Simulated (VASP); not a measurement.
# Ag4F3 (P-43m) in VASP: further runs

The runs below take Ag4F3 through single point, with PBE.

Program: VASP 6.6.1. These are calculated values, not measurements. Logs are shortened: lines on timing, memory, paths and dates and some standing lists are left out, and cuts for length are marked.

### Step 1. The cell of the first run

It takes space group P-43m (No. 215, cubic). Conventional cell: a = 5.016 Å, b = 5.016 Å, c = 5.016 Å, α = 90.00°, β = 90.00°, γ = 90.00°. Within 3.1 Å of Ag (site symmetry 3m) lie 3 F at 2.35 Å and 3 Ag at 2.83 Å. Within 3.1 Å of F (site symmetry -42m) lie 4 Ag at 2.35 Å.

The cell was built from a structure type or drawn by symmetry, and may not be a known phase.

### Step 2. Single point, PBE

Contents of INCAR:

```
  ALGO = Normal
  EDIFF = 1E-7
  ENCUT = 520
  GGA = PE
  ISIF = 2
  ISMEAR = 0
  LASPH = True
  LCHARG = False
  LREAL = False
  LWAVE = False
  NBANDS = 42
  NELM = 60
  PREC = Accurate
  SIGMA = 0.1
```

Contents of KPOINTS:

```
k-points
0
Gamma
  4 4 4
```

Contents of POSCAR:

```
Ag4F3
1.0
    5.0162780000      0.0000000000      0.0000000000
    0.0000000000      5.0162780000      0.0000000000
    0.0000000000      0.0000000000      5.0162780000
Ag F
4 3
Direct
    0.6997140000      0.6997140000      0.6997140000
    0.3002860000      0.3002860000      0.6997140000
    0.3002860000      0.6997140000      0.3002860000
    0.6997140000      0.3002860000      0.3002860000
    0.0000000000      0.0000000000      0.5000000000
    0.5000000000      0.0000000000      0.0000000000
    0.0000000000      0.5000000000      0.0000000000
```

Potentials or basis: VASP PAW PBE potentials, release 64 (Ag, F).

Command:

```sh
$ cat potpaw_PBE.64/Ag/POTCAR potpaw_PBE.64/F/POTCAR > POTCAR
$ mpirun -np 1 vasp_std > vasp.out
```

OUTCAR:

```text
EDIFF = 1E-7
   ENCUT = 520
   GGA = PE
   ISIF = 2
   ISMEAR = 0
   LASPH = True
   LREAL = False
   NELM = 60
   PREC = Accurate

 ion  position               nearest neighbor table
   1  0.700  0.700  0.700-   5 2.35   6 2.35   7 2.35   2 2.83   3 2.83   4 2.83
   2  0.300  0.300  0.700-   5 2.35   6 2.35   7 2.35   1 2.83   3 2.83   4 2.83
   3  0.300  0.700  0.300-   5 2.35   6 2.35   7 2.35   1 2.83   2 2.83   4 2.83
   4  0.700  0.300  0.300-   5 2.35   6 2.35   7 2.35   1 2.83   2 2.83   3 2.83
   5  0.000  0.000  0.500-   1 2.35   2 2.35   3 2.35   4 2.35
   6  0.500  0.000  0.000-   1 2.35   2 2.35   3 2.35   4 2.35
   7  0.000  0.500  0.000-   1 2.35   2 2.35   3 2.35   4 2.35

  LATTYP: Found a simple cubic cell.
 ALAT       =     5.0162780000

  Lattice vectors:

 A1 = (   5.0162780000,   0.0000000000,   0.0000000000)
 A2 = (   0.0000000000,   5.0162780000,   0.0000000000)
 A3 = (   0.0000000000,   0.0000000000,   5.0162780000)

Analysis of symmetry for initial positions (statically):
=====================================================================
 Subroutine PRICEL returns:
 Original cell was already a primitive cell.

 Routine SETGRP: Setting up the symmetry group for a
 simple cubic supercell.

 Subroutine GETGRP returns: Found 24 space group operations
 (whereof 24 operations were pure point group operations)
 out of a pool of 48 trial point group operations.

The static configuration has the point symmetry T_d .

Analysis of symmetry for dynamics (positions and initial velocities):
=====================================================================
 Subroutine PRICEL returns:
 Original cell was already a primitive cell.

 Routine SETGRP: Setting up the symmetry group for a
 simple cubic supercell.

 Subroutine GETGRP returns: Found 24 space group operations
 (whereof 24 operations were pure point group operations)
 out of a pool of 48 trial point group operations.

The dynamic configuration has the point symmetry T_d .

 Subroutine INISYM returns: Found 24 space group operations
 (whereof 24 operations are pure point group operations),
 and found     1 'primitive' translations

----------------------------------------------------------------------------------------

                                     Primitive cell

  volume of cell :     126.2248

  direct lattice vectors                    reciprocal lattice vectors
[... 87 lines left out ...]
   NFREE  =      0    steps in history (QN), initial steepest desc. (CG)
   ISIF   =      2    stress and relaxation
   ISYM   =      2    0-nonsym 1-usesym 2-fastsym
   POTIM  = 0.5000    time-step for ionic-motion
   TEBEG  =    0.0;   TEEND  =   0.0 temperature during run
   PSTRESS=    0.0 pullay stress
   NELECT =      65.0000    total number of electrons
   NUPDOWN=      -1.0000    fix difference up-down
   EMIN   =  10.00;   EMAX   =-10.00  energy-range for DOS
   EFERMI =   0.00;   METHOD = LEGACY
   ISMEAR =     0;   SIGMA  =   0.10  broadening in eV -4-tet -1-fermi 0-gaus
   EFERMI_NEDOS =   21; number of points for ismear=-14 and -15
   IALGO  =     38    algorithm
   IMIX   =      4    mixing-type and parameters
     AMIX     =   0.40;   BMIX     =  1.00
     AMIX_MAG =   1.60;   BMIX_MAG =  1.00
  volume/ion in A,a.u.               =      18.03       121.69
  Fermi-wavevector in a.u.,A,eV,Ry     =   1.312193  2.479685 23.427195  1.721850
  Thomas-Fermi vector in A             =   2.442602
   LORBIT       =      0    0 simple, 1 ext, 2 COOP (PROOUT), +10 PAW based schemes
   GGA     = PE    functional components
   LHFCALC =     F    Hartree Fock is set to
   AEXX    =    0.0000 exact exchange contribution
   IVDW    =     0    specifies the selected vdW correction
   LEPSILON=     F    determine dielectric tensor
   LRPA    =     F    only Hartree local field effects (RPA)
 non-spin polarized calculation
 Gauss-broadening in eV      SIGMA  =   0.10
  energy-cutoff  :      520.00
  volume of cell :      126.22
 maximum number of plane-waves:      3448
 NGX is ok and might be reduce to    40
   NGX = 19   NGY = 19   NGZ = 19

 number of electron      65.0000028 magnetization

 Free energy of the ion-electron system (eV)
  ---------------------------------------------------
  ext. energy  EPLUGINS =         0.00000000
  ---------------------------------------------------
  free energy    TOTEN  =       -21.85480171 eV

  energy without entropy =      -21.84800672  energy(sigma->0) =      -21.85140422

 E-fermi :   2.5423     XC(G=0):  -9.8075

 val. band max:        2.2485744998   @ k =   0.2500   0.2500   0.2500
 cond. band min:       2.6116059785   @ k =   0.5000   0.2500   0.0000
 fundamental gap:      0.3630314787
 Fermi energy:         2.5423395758

 k-point     1 :       0.0000    0.0000    0.0000
  band No.  band energies     occupation
      1     -19.5121      2.00000
      2     -19.4164      2.00000
      3     -19.4164      2.00000
      4      -2.2565      2.00000
      5      -2.2565      2.00000
      6      -2.2565      2.00000
[... 439 lines left out ...]
     41      15.2817      0.00000
     42      15.2817      0.00000

------------------------ aborting loop because EDIFF is reached ----------------------------------------

  FORCE on cell =-STRESS in cart. coord.  units (eV):
  Direction    XX          YY          ZZ          XY          YZ          ZX
  --------------------------------------------------------------------------------------
  -------------------------------------------------------------------------------------
  Total       -0.2132497     -0.2132497     -0.2132497      0.0000000      0.0000000      0.0000000
  in kB       -2.7067880     -2.7067880     -2.7067880      0.0000000      0.0000000      0.0000000
  external PRESSURE =      -2.7067880 kB  Pullay stress =       0.0000000 kB

 VOLUME and BASIS-vectors are now :
 -----------------------------------------------------------------------------
  energy-cutoff  :      520.00
  volume of cell :      126.22
      direct lattice vectors                 reciprocal lattice vectors
     5.016278000  0.000000000  0.000000000     0.199350993  0.000000000  0.000000000
     0.000000000  5.016278000  0.000000000     0.000000000  0.199350993  0.000000000
     0.000000000  0.000000000  5.016278000     0.000000000  0.000000000  0.199350993

 POSITION                                       TOTAL-FORCE (eV/Angst)
 -----------------------------------------------------------------------------------
      3.50996      3.50996      3.50996        -0.004113     -0.004113     -0.004113
      1.50632      1.50632      3.50996         0.004113      0.004113     -0.004113
      1.50632      3.50996      1.50632         0.004113     -0.004113      0.004113
      3.50996      1.50632      1.50632        -0.004113      0.004113      0.004113
      0.00000      0.00000      2.50814         0.000000      0.000000     -0.000000
      2.50814      0.00000      0.00000         0.000000      0.000000     -0.000000
      0.00000      2.50814      0.00000         0.000000     -0.000000     -0.000000
 -----------------------------------------------------------------------------------
    total drift:                               -0.000000     -0.000000      0.000000

  FREE ENERGIE OF THE ION-ELECTRON SYSTEM (eV)
  ---------------------------------------------------
  free  energy   TOTEN  =       -21.8548017079 eV

  energy  without entropy=      -21.8480067244  energy(sigma->0) =      -21.85140422
```

OSZICAR:

```text
N       E                     dE             d eps       ncg     rms          rms(c)
DAV:   1     0.494663499358E+03    0.49466E+03   -0.33748E+04   840   0.148E+03
DAV:   2     0.450526744074E+01   -0.49016E+03   -0.46829E+03   896   0.360E+02
DAV:   3    -0.248794733685E+02   -0.29385E+02   -0.28919E+02   950   0.888E+01
DAV:   4    -0.251670209767E+02   -0.28755E+00   -0.28720E+00   890   0.932E+00
DAV:   5    -0.251688123312E+02   -0.17914E-02   -0.17913E-02   910   0.751E-01    0.122E+01
DAV:   6    -0.219639152528E+02    0.32049E+01   -0.12438E+01  1008   0.266E+01    0.845E+00
DAV:   7    -0.218956457056E+02    0.68270E-01   -0.12378E+00   846   0.869E+00    0.544E+00
DAV:   8    -0.218848598370E+02    0.10786E-01   -0.54561E-01   866   0.463E+00    0.163E+00
DAV:   9    -0.218537621888E+02    0.31098E-01   -0.74101E-02   966   0.242E+00    0.347E-01
DAV:  10    -0.218544923041E+02   -0.73012E-03   -0.12939E-02   856   0.675E-01    0.874E-02
DAV:  11    -0.218548042289E+02   -0.31192E-03   -0.43316E-04   856   0.120E-01    0.793E-02
DAV:  12    -0.218547979518E+02    0.62771E-05   -0.62317E-05   922   0.624E-02    0.879E-03
DAV:  13    -0.218548009873E+02   -0.30355E-05   -0.50460E-06   866   0.131E-02    0.791E-03
DAV:  14    -0.218548016592E+02   -0.67184E-06   -0.18909E-06   854   0.715E-03    0.106E-03
DAV:  15    -0.218548017079E+02   -0.48721E-07   -0.28019E-08   598   0.110E-03
   1 F= -.21854802E+02 E0= -.21851404E+02  d E =-.679498E-02
```

It took 74 s on 1 thread of Oxide Virtual Turin-like, shared host; peak memory 0.22 GiB.

Results:

* Free energy: -21.8548 eV
* Pressure: -0.3 GPa
* Largest force: 0.007 eV/Å
* Band gap on the k mesh: zero (an odd number of electrons rules out a gap without spin polarisation)

Forces in eV/Å, atoms in the order of the input:
```
Ag  -0.004 -0.004 -0.004
Ag   0.004  0.004 -0.004
Ag   0.004 -0.004  0.004
Ag  -0.004  0.004  0.004
F    0.000  0.000  0.000
F    0.000  0.000  0.000
F    0.000  0.000  0.000
```

Caveat: an odd number of electrons without spin polarisation forces a metal; a magnetic or distorted state may lie lower.

### Step 3. Single point, PBE

Contents of INCAR:

```
SYSTEM = Ag4F3
PREC = Accurate ; ENCUT = 520
EDIFF = 1E-6 ; ISMEAR = 0
SIGMA = 0.1 ; LREAL = .False.
LASPH = .True. ; NELM = 100
ALGO = Normal ; ISIF = 2
LWAVE = .False. ; LCHARG = .False.
GGA = PE ; NBANDS = 42
```

Contents of KPOINTS:

```
regular mesh
0
Gamma
  8 8 8
  0 0 0
```

POSCAR is that of step 2.

Potentials or basis: VASP PAW PBE potentials, release 64 (Ag, F).

Command:

```sh
$ cat potpaw_PBE.64/Ag/POTCAR potpaw_PBE.64/F/POTCAR > POTCAR
$ mpirun -np 1 vasp_std > vasp.out
```

OUTCAR:

```text
SYSTEM = Ag4F3
   PREC = Accurate
   ENCUT = 520
   EDIFF = 1E-6
   ISMEAR = 0
   LREAL = .False.
   LASPH = .True.
   NELM = 100
   ISIF = 2
   GGA = PE

 ion  position               nearest neighbor table
   1  0.700  0.700  0.700-   5 2.35   6 2.35   7 2.35   2 2.83   3 2.83   4 2.83
   2  0.300  0.300  0.700-   5 2.35   6 2.35   7 2.35   1 2.83   3 2.83   4 2.83
   3  0.300  0.700  0.300-   5 2.35   6 2.35   7 2.35   1 2.83   2 2.83   4 2.83
   4  0.700  0.300  0.300-   5 2.35   6 2.35   7 2.35   1 2.83   2 2.83   3 2.83
   5  0.000  0.000  0.500-   1 2.35   2 2.35   3 2.35   4 2.35
   6  0.500  0.000  0.000-   1 2.35   2 2.35   3 2.35   4 2.35
   7  0.000  0.500  0.000-   1 2.35   2 2.35   3 2.35   4 2.35

  LATTYP: Found a simple cubic cell.
 ALAT       =     5.0162780000

  Lattice vectors:

 A1 = (   5.0162780000,   0.0000000000,   0.0000000000)
 A2 = (   0.0000000000,   5.0162780000,   0.0000000000)
 A3 = (   0.0000000000,   0.0000000000,   5.0162780000)

Analysis of symmetry for initial positions (statically):
=====================================================================
[... 188 lines left out ...]
 Fermi energy:         2.4613761880

 k-point     1 :       0.0000    0.0000    0.0000
  band No.  band energies     occupation
      1     -19.5087      2.00000
      2     -19.4130      2.00000
      3     -19.4130      2.00000
      4      -2.2543      2.00000
      5      -2.2543      2.00000
      6      -2.2543      2.00000
[... 1069 lines left out ...]
     41      11.9418      0.00000
     42      13.3731      0.00000

 [... further k-points ...]

------------------------ aborting loop because EDIFF is reached ----------------------------------------

  FORCE on cell =-STRESS in cart. coord.  units (eV):
  Direction    XX          YY          ZZ          XY          YZ          ZX
  --------------------------------------------------------------------------------------
  -------------------------------------------------------------------------------------
  Total       -0.1915055     -0.1915055     -0.1915055      0.0000000      0.0000000      0.0000000
  in kB       -2.4307874     -2.4307874     -2.4307874      0.0000000      0.0000000      0.0000000
  external PRESSURE =      -2.4307874 kB  Pullay stress =       0.0000000 kB

 VOLUME and BASIS-vectors are now :
 -----------------------------------------------------------------------------
  energy-cutoff  :      520.00
  volume of cell :      126.22
      direct lattice vectors                 reciprocal lattice vectors
     5.016278000  0.000000000  0.000000000     0.199350993  0.000000000  0.000000000
     0.000000000  5.016278000  0.000000000     0.000000000  0.199350993  0.000000000
     0.000000000  0.000000000  5.016278000     0.000000000  0.000000000  0.199350993

 POSITION                                       TOTAL-FORCE (eV/Angst)
 -----------------------------------------------------------------------------------
      3.50996      3.50996      3.50996         0.001620      0.001620      0.001620
      1.50632      1.50632      3.50996        -0.001620     -0.001620      0.001620
      1.50632      3.50996      1.50632        -0.001620      0.001620     -0.001620
      3.50996      1.50632      1.50632         0.001620     -0.001620     -0.001620
      0.00000      0.00000      2.50814         0.000000     -0.000000     -0.000000
      2.50814      0.00000      0.00000         0.000000     -0.000000     -0.000000
      0.00000      2.50814      0.00000         0.000000     -0.000000     -0.000000
 -----------------------------------------------------------------------------------
    total drift:                               -0.000000     -0.000000      0.000000

  FREE ENERGIE OF THE ION-ELECTRON SYSTEM (eV)
  ---------------------------------------------------
  free  energy   TOTEN  =       -21.8392112723 eV

  energy  without entropy=      -21.8305025184  energy(sigma->0) =      -21.83485690
```

OSZICAR:

```text
N       E                     dE             d eps       ncg     rms          rms(c)
DAV:   1     0.497610975945E+03    0.49761E+03   -0.33884E+04  2940   0.149E+03
DAV:   2     0.518655557861E+01   -0.49242E+03   -0.46805E+03  3114   0.360E+02
DAV:   3    -0.248625478932E+02   -0.30049E+02   -0.29588E+02  3318   0.897E+01
DAV:   4    -0.251530566666E+02   -0.29051E+00   -0.29024E+00  3108   0.936E+00
DAV:   5    -0.251549134356E+02   -0.18568E-02   -0.18567E-02  3214   0.760E-01    0.123E+01
DAV:   6    -0.219465100297E+02    0.32084E+01   -0.12457E+01  3512   0.266E+01    0.845E+00
DAV:   7    -0.218801700855E+02    0.66340E-01   -0.12458E+00  2980   0.872E+00    0.544E+00
DAV:   8    -0.218695719093E+02    0.10598E-01   -0.54743E-01  3042   0.466E+00    0.163E+00
DAV:   9    -0.218381583314E+02    0.31414E-01   -0.74140E-02  3408   0.245E+00    0.352E-01
DAV:  10    -0.218388995104E+02   -0.74118E-03   -0.13365E-02  3008   0.686E-01    0.870E-02
DAV:  11    -0.218392111867E+02   -0.31168E-03   -0.41406E-04  3012   0.117E-01    0.756E-02
DAV:  12    -0.218392075152E+02    0.36715E-05   -0.57339E-05  3254   0.587E-02    0.868E-03
DAV:  13    -0.218392105462E+02   -0.30311E-05   -0.41739E-06  2940   0.118E-02    0.669E-03
DAV:  14    -0.218392112723E+02   -0.72607E-06   -0.16348E-06  2276   0.659E-03
   1 F= -.21839211E+02 E0= -.21834857E+02  d E =-.870875E-02
```

stdout:

```text
POSCAR found type information on POSCAR AgF
 POSCAR found :  2 types and       7 ions
 scaLAPACK will be used
 LDA part: xc-table for (Slater+PW92), standard interpolation
 POSCAR, INCAR and KPOINTS ok, starting setup
 FFT: planning ... GRIDC
 FFT: planning ... GRID_SOFT
 FFT: planning ... GRID
 WAVECAR not read
 entering main loop
```

Run time: 2.2 min. Hardware: 1 thread of Oxide Virtual Turin-like, shared host; peak memory 0.28 GiB.

Results:

```
Free energy            : -21.8392 eV
Pressure               : -0.2 GPa
Band gap on the k mesh : zero (an odd number of electrons rules out a gap without spin polarisation)
```

Forces on the atoms (eV/Å):
```
Ag   0.002  0.002  0.002
Ag  -0.002 -0.002  0.002
Ag  -0.002  0.002 -0.002
Ag   0.002 -0.002 -0.002
F    0.000  0.000  0.000
F    0.000  0.000  0.000
F    0.000  0.000  0.000
```

Caveat: an odd number of electrons without spin polarisation forces a metal; a magnetic or distorted state may lie lower.
